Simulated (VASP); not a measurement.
A run of VASP 6.6.1 is set up as follows.

File INCAR:

```
SYSTEM = PbF
PREC     = Accurate       ! precision mode
ENCUT    = 600            ! plane-wave cutoff, eV
EDIFF    = 1E-6           ! SCF threshold, eV
ISMEAR   = 0              ! smearing method
SIGMA    = 0.1            ! smearing width, eV
LREAL    = .FALSE.        ! projectors in reciprocal space
LASPH    = .TRUE.         ! aspherical terms in the spheres
NELM     = 60             ! most SCF steps
ALGO     = Normal         ! electronic algorithm
ISIF     = 3              ! what is computed and relaxed
LWAVE    = .FALSE.        ! write WAVECAR
LCHARG   = .FALSE.        ! write CHGCAR
GGA      = PE             ! functional
IBRION   = 2              ! ionic algorithm
NSW      = 90             ! ionic steps
EDIFFG   = -0.04          ! ionic threshold
```

The input KPOINTS:

```
Automatic mesh
0
G
  6 6 6
  0 0 0
```

POSCAR

```
PbF
1.0
    2.4098803600      1.3913450700      2.4740434600
   -2.4098803600      1.3913450700      2.4740434600
    0.0000000000     -2.7826901500      2.4740434600
Pb F
1 1
Direct
    0.0000000000      0.0000000000      0.0000000000
    0.5000000000      0.5000000000      0.5000000000
```

Potentials or basis: VASP PAW PBE potentials, release 64 (Pb_d, F).

Run with:

```console
$ cat potpaw_PBE.64/Pb_d/POTCAR potpaw_PBE.64/F/POTCAR > POTCAR
$ mpirun -np 1 vasp_std > vasp.out
```

**Question.** Estimate the relaxed cell.

**Answer.** a = 3.611 Å, b = 3.611 Å, c = 3.611 Å, α = 71.72°, β = 71.72°, γ = 71.72°.

**Question.** What does it give for the space group after relaxing (to 0.05 Å)?

**Answer.** R-3m (No. 166).

**Question.** What does it give for the relaxed volume?

**Answer.** 20.62 Å³/atom.

Final structure:
```
Pb F
1.0
     2.11552    1.22140    2.65961
    -2.11552    1.22140    2.65961
     0.00000   -2.44279    2.65961
Pb F
1 1
Direct
  0.00000 0.00000 0.00000
  0.50000 0.50000 0.50000
```

Caveat: the volume moved by over 15 % at a fixed basis, so the end points are rough; an odd number of electrons without spin polarisation forces a metal; a magnetic or distorted state may lie lower.
